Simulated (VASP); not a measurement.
Wanted: the native input for a VASP 6.6.1 run.

| Quantity | Value |
| --- | --- |
| Task | single point |
| Functional | PBE |
| Potentials or basis | VASP PAW PBE potentials, release 64 (Al, N) |
| Cutoff | 520 eV |
| k mesh | 10 × 10 × 10 |
| Occupations | gaussian, width 0.02 eV |
| Spin | no spin polarisation |
| Dipole correction | no |
| Further INCAR settings | ALGO = Normal; EDIFF = 1e-06; NBANDS = 11 |

The structure of AlN lies in POSCAR:

```
AlN
1.0
    0.0000000000      2.2015871002      2.2015871002
    2.2015871002      0.0000000000      2.2015871002
    2.2015871002      2.2015871002      0.0000000000
Al N
1 1
Direct
    0.0000000000      0.0000000000      0.0000000000
    0.7500000000      0.7500000000      0.7500000000
```

One way to write it, as run:

INCAR

```
PREC     = Accurate       # precision mode
ENCUT    = 520            # plane-wave cutoff, eV
EDIFF    = 1E-6           # SCF threshold, eV
ISMEAR   = 0              # smearing method
SIGMA    = 0.02           # smearing width, eV
LREAL    = False          # projectors in reciprocal space
LASPH    = True           # aspherical terms in the spheres
NELM     = 60             # most SCF steps
ALGO     = Normal         # electronic algorithm
ISIF     = 2              # what is computed and relaxed
LWAVE    = False          # write WAVECAR
LCHARG   = True           # write CHGCAR
GGA      = PE             # functional
LELF     = True           # ELF
LVHAR    = True         
NBANDS   = 11             # bands
```

KPOINTS

```
Automatic mesh
0
Gamma
  10 10 10
```

Potentials or basis: VASP PAW PBE potentials, release 64 (Al, N).

Run with:

```bash
$ cat potpaw_PBE.64/Al/POTCAR potpaw_PBE.64/N/POTCAR > POTCAR
$ mpirun -np 1 vasp_std > vasp.out
```

It gave:

```json
{"Pressure": "-0.3 GPa", "Band gap on the k mesh": "3.30 eV, indirect (least direct gap 3.98 eV)"}
```

Wall time 6.2 s on 1 thread of AMD EPYC 9R45 96-Core Processor (Zen 5), with other jobs on the host, peak memory 0.11 GiB.
